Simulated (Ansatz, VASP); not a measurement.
**KP3Ru: VASP beside Ansatz**

```xyz
5
Lattice="5.0323 0.0000 0.0000 0.0000 5.0323 0.0000 0.0000 0.0000 5.0323" Properties=species:S:1:pos:R:3 pbc="T T T"
K     2.5161    2.5161    2.5161
P     0.0000    2.5161    2.5161
P     2.5161    2.5161    0.0000
P     2.5161    0.0000    2.5161
Ru    0.0000    0.0000    0.0000
```

Change from the starting cell: species swapped into the EuRh3C type (Pm-3m, No. 221).

Alike in both runs: functional PBE; k mesh 8 × 8 × 8; occupations gaussian, width 0.1 eV; collinear spin.

Ansatz relaxed the structure, and its values are those at the end. VASP's run is a single point on that final structure, the one shown.

|  | VASP | Ansatz |
| --- | --- | --- |
| version | VASP 6.6.1 | Ansatz 0.2.0 |
| potentials or method | VASP PAW PBE potentials, release 64 (K_sv, P, Ru_pv), cutoff 520 eV | scalar-relativistic, plane waves, PAW |
| valence electrons in the cell | 38 | 40 |

|  | VASP | Ansatz | Ansatz less VASP |
| --- | --- | --- | --- |
| gap on the k mesh at the Fermi level (eV) | none | none | - |
| pressure (GPa) | 0.3 | 0.0 | -0.25 |
| net moment per atom (μB) | 0.55 | 0.55 | -0.001 |
| size of the moment on the site where the two differ most (μB) | 2.56 | 2.72 | +0.160 |

Site moments also hang on the region over which each program counts them. A gap of «none» marks a metal or a gap that the smearing closes. VASP's potentials hold 38 valence electrons a cell and Ansatz's 40, so a difference there can come from the potentials and not from the codes.
